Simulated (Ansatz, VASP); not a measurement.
**One calculation of SiC, two programs**

```
Si C
1.0
     3.09493    0.00000    0.00000
    -1.54746    2.68029    0.00000
     0.00000    0.00000   23.80000
Si C
1 1
Direct
  0.33333 0.66667 0.29412
  0.66667 0.33333 0.29412
```

Alike in both runs: functional PBEsol; dispersion D4; k mesh 12 × 12 × 1; occupations gaussian, width 0.03 eV; no spin polarisation.

Ansatz relaxed the structure, and its values are those at the end. VASP's run is a single point on that final structure, the one shown.

|  | VASP | Ansatz |
| --- | --- | --- |
| version | VASP 6.6.1 | Ansatz 0.2.0 |
| potentials or method | VASP PAW PBE potentials, release 64 (Si, C), cutoff 520 eV | scalar-relativistic, plane waves, PAW |
| valence electrons in the cell | 8 | 8 |

Ansatz gave:

```
gap on the k mesh at the Fermi level (eV) : 2.51
least direct gap on the mesh (eV)         : 2.54
```

**Question.** Estimate VASP's values.

**Answer.** gap on the k mesh at the Fermi level (eV): 2.50; least direct gap on the mesh (eV): 2.53.

VASP's potentials were made for PBE, not for PBEsol, and Ansatz warns of the same on its side. Ansatz's warnings: slab cell height set, structure snapped to symmetry.
